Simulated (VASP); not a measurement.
Set up this calculation in VASP 6.6.1, as the native input.

* Task: single point
* Functional: PBE
* Potentials or basis: VASP PAW PBE potentials, release 64 (Ta_pv, N)
* Cutoff: 600 eV
* k mesh: 8 × 8 × 8
* Occupations: methfessel-paxton, width 0.05 eV
* Spin: no spin polarisation
* Dipole correction: no
* Further INCAR settings: ALGO = Normal; EDIFF = 1e-06; NBANDS = 15

The structure of TaN lies in POSCAR:

```
TaN
1.0
    0.0000000000      2.1790000000      2.1790000000
    2.1790000000      0.0000000000      2.1790000000
    2.1790000000      2.1790000000      0.0000000000
Ta N
1 1
Direct
    0.5000000000      0.5000000000      0.5000000000
    0.0000000000      0.0000000000      0.0000000000
```

These files were run (other wordings do the same):

INCAR

```
PREC     = Accurate       # precision mode
ENCUT    = 600            # plane-wave cutoff, eV
EDIFF    = 1E-6           # SCF threshold, eV
ISMEAR   = 1              # smearing method
SIGMA    = 0.05           # smearing width, eV
LREAL    = False          # projectors in reciprocal space
LASPH    = True           # aspherical terms in the spheres
NELM     = 120            # most SCF steps
ALGO     = Normal         # electronic algorithm
ISIF     = 2              # what is computed and relaxed
LWAVE    = False          # write WAVECAR
LCHARG   = False          # write CHGCAR
GGA      = PE             # functional
NBANDS   = 15             # bands
GGA_COMPAT= False
```

KPOINTS

```
Automatic mesh
0
Gamma
  8 8 8
```

Potentials or basis: VASP PAW PBE potentials, release 64 (Ta_pv, N).

Launch:

```console
$ cat potpaw_PBE.64/Ta_pv/POTCAR potpaw_PBE.64/N/POTCAR > POTCAR
$ mpirun -np 1 vasp_std > vasp.out
```

It gave:

```json
{
  "Pressure": "15.6 GPa",
  "Band gap on the k mesh": "zero (band 8 reaches 11.85 eV, above the bottom of band 9 at 7.68 eV)"
}
```

Caveat: spin-orbit coupling is left out, which moves the levels of the heavy elements.

Run time: 16 s on 1 thread of AMD EPYC 7R13, with other jobs on the host, peak memory 0.13 GiB.
